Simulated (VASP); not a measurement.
Al3H:

```
Al H
1.0
     3.81787    0.00000    0.00000
    -1.90894    3.30637    0.00000
     0.00000    0.00000    4.13569
Al H
3 1
Cartesian
  0.0000 2.2042 0.0000
  1.9089 1.1021 0.0000
  0.0000 0.0000 2.0678
  0.0000 0.0000 0.0000
```

The cell was generated, and may not be a known phase.

```yaml
Program: VASP 6.6.1
Task: relaxation of cell and atoms
Functional: PBE
Potentials_or_basis: VASP PAW PBE potentials, release 64 (Al, H)
Cutoff: 600 eV
k_mesh: 6 × 6 × 4
Occupations: gaussian, width 0.1 eV
Spin: no spin polarisation
```

At the start: pressure 24.2 GPa; volume 13.05 Å³/atom.

How do energy, volume and symmetry change on relaxing?

Over 11 steps the energy falls by 599.3 meV/atom and the volume is 15.31 Å³/atom (+17.3 %); space group P6/mmm (No. 191, to 0.1 Å) before and after.

The path:
```
step  energy change (eV)  largest force (eV/Å)  pressure (GPa)  volume (Å³)
   1              0.0000                0.0000           24.21        52.21
   2             -1.6767                0.0000           -3.28        67.99
   3             -1.6809                0.0000           -4.14        69.13
   4             -2.0056                0.0000           -3.42        65.98
   5             -2.3314                0.0000           -0.84        62.07
   6             -1.7156                0.0000           11.77        53.75
   7             -2.3895                0.0000            0.83        60.34
   8             -2.3916                0.0000            1.25        59.96
   9             -2.3952                0.0000            0.15        61.07
  10             -2.3963                0.0000            0.48        60.71
  11             -2.3973                0.0000           -0.10        61.25
```

Final structure:
```cif
data_structure
_symmetry_space_group_name_H-M 'P 1'
_symmetry_Int_Tables_number 1
_cell_length_a 4.5700
_cell_length_b 4.5700
_cell_length_c 3.3868
_cell_angle_alpha 90.000
_cell_angle_beta 90.000
_cell_angle_gamma 120.000
_cell_volume 61.25
loop_
_atom_site_label
_atom_site_type_symbol
_atom_site_fract_x
_atom_site_fract_y
_atom_site_fract_z
_atom_site_occupancy
Al1 Al 0.33333 0.66667 0.00000 1
Al2 Al 0.66667 0.33333 0.00000 1
Al3 Al 0.00000 0.00000 0.50000 1
H1 H 0.00000 0.00000 0.00000 1
```

Caveat: the k points lie up to 0.46 Å⁻¹ apart in the final cell, too coarse for converged energies and pressures of a metal; the volume moved by over 15 % at a fixed basis, so the end points are rough.
